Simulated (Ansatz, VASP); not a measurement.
# Two plane-wave programs on HgGe3

```
Ge Hg
1.0
     4.38401    0.00000    0.00000
     0.00000    4.38401    0.00000
     0.00000    0.00000    4.38401
Ge Hg
3 1
Direct
  0.00000 0.50000 0.50000
  0.50000 0.00000 0.50000
  0.50000 0.50000 0.00000
  0.00000 0.00000 0.00000
```

Alike in both runs: task relaxation of cell and atoms; functional PBE; k mesh 10 × 10 × 10; occupations gaussian, width 0.1 eV; no spin polarisation.

|  | VASP | Ansatz |
| --- | --- | --- |
| version | VASP 6.6.1 | Ansatz 0.2.0 |
| potentials or method | VASP PAW PBE potentials, release 64 (Ge_d, Hg), cutoff 600 eV | scalar-relativistic, plane waves, PAW |
| valence electrons in the cell | 54 | 62 |

```tsv
	VASP	Ansatz	Ansatz less VASP
gap on the k mesh at the Fermi level, each at its own relaxed structure (eV)	none	none	-
relaxed volume (Å³/atom)	21.06	21.01	-0.051
relaxed length of the cell vector where the two differ most in proportion (Å)	4.384	4.380	-0.0035
```

A gap of «none» marks a metal or a gap that the smearing closes. VASP's potentials hold 54 valence electrons a cell and Ansatz's 62, so a difference there can come from the potentials and not from the codes.

Spin-orbit coupling is off throughout. Noted on VASP's run: the relaxation stopped at its first step, so nothing moved.
